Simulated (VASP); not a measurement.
Write the native input for VASP 6.6.1 that does the following.

| Property | Result |
| --- | --- |
| Task | single point |
| Functional | PBE |
| Potentials or basis | VASP PAW PBE potentials, release 64 (Zr_sv, Ti_sv, C) |
| Cutoff | 520 eV |
| k mesh | 6 × 6 × 2 |
| Occupations | gaussian, width 0.2 eV |
| Spin | no spin polarisation |
| Dipole correction | no |
| Further INCAR settings | ALGO = Normal; EDIFF = 1e-07; NBANDS = 60 |

The structure of Zr5TiC6 lies in POSCAR:

```
Zr5TiC6
1.0
    3.2978457335      0.0000000000      0.0000000000
    0.0000000000      3.2978457335      0.0000000000
    0.0000000000      0.0000000000     13.9363729338
Zr Ti C
5 1 6
Direct
    1.0000000000      0.0000000000      0.1696952023
    0.5000000000      0.5000000000      0.3393977840
    0.5000000000      0.5000000000      0.6606022160
    1.0000000000      0.0000000000      0.8303047977
    0.5000000000      0.5000000000      1.0000000000
    1.0000000000      0.0000000000      0.5000000000
    0.0000000000      1.0000000000      1.0000000000
    0.5000000000      0.5000000000      0.1691824724
    0.0000000000      0.0000000000      0.3412968329
    0.5000000000      0.5000000000      0.5000000000
    0.0000000000      0.0000000000      0.6587031671
    0.5000000000      0.5000000000      0.8308175276
```

One way to write it, as run:

INCAR

```
PREC = Accurate
ENCUT = 520
EDIFF = 1E-7
ISMEAR = 0
SIGMA = 0.2
LREAL = F
LASPH = T
NELM = 60
ALGO = Normal
ISIF = 2
LWAVE = F
LCHARG = F
GGA = PE
NBANDS = 60
```

KPOINTS

```
Automatic mesh
0
Gamma
  6 6 2
```

Potentials or basis: VASP PAW PBE potentials, release 64 (Zr_sv, Ti_sv, C).

Command:

```sh
$ cat potpaw_PBE.64/Zr_sv/POTCAR potpaw_PBE.64/Ti_sv/POTCAR potpaw_PBE.64/C/POTCAR > POTCAR
$ mpirun -np 1 vasp_std > vasp.out
```

It gave:

```yaml
Pressure: 0.3 GPa
Largest_force: 0.016 eV/Å
Band_gap_on_the_k_mesh: zero (bands 48 and 49 overlap by 0.33 eV)
```

Run time: 5.2 min on 1 thread of Intel(R) Xeon(R) Platinum 8259CL CPU @ 2.50GHz (Skylake/Cascade Lake), on a shared host, peak memory 0.35 GiB.
